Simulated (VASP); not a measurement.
Crystal: SiC (SiC (F-43m)).

```xyz
2
Lattice="0.0000 2.1899 2.1899 2.1899 0.0000 2.1899 2.1899 2.1899 0.0000" Properties=species:S:1:pos:R:3 pbc="T T T"
Si    3.2848    3.2848    3.2848
C     0.0000    0.0000    0.0000
```

Base run:

* Program: VASP 6.6.1
* Functional: PBE
* Potentials or basis: VASP PAW PBE potentials, release 64 (Si, C)
* Cutoff: 600 eV
* k mesh: 11 × 11 × 11
* Occupations: fermi-dirac, width 0.01 eV
* Spin: no spin polarisation

Its results: band gap on the k mesh 1.47 eV, indirect (least direct gap 4.58 eV); pressure -0.2 GPa.

Problem. After a change of settings the same cell gave: band gap on the k mesh 1.84 eV, indirect (least direct gap 5.09 eV); pressure -3.9 GPa. Which change was it?
A. functional from PBE to r2SCAN; cutoff from 600 eV to 660 eV
B. k mesh from 11 × 11 × 11 to 8 × 8 × 8
C. functional from PBE to LDA; potentials or basis from VASP PAW PBE potentials, release 64 (Si, C) to VASP PAW LDA potentials, release 64 (Si, C)

Solution. A.

r2SCAN gives the wider gap, since meta-GGAs in the generalised Kohn-Sham scheme recover part of the derivative discontinuity.

Caveats: the PAW data sets were made with another functional, which shifts forces and pressure a little (some runs).
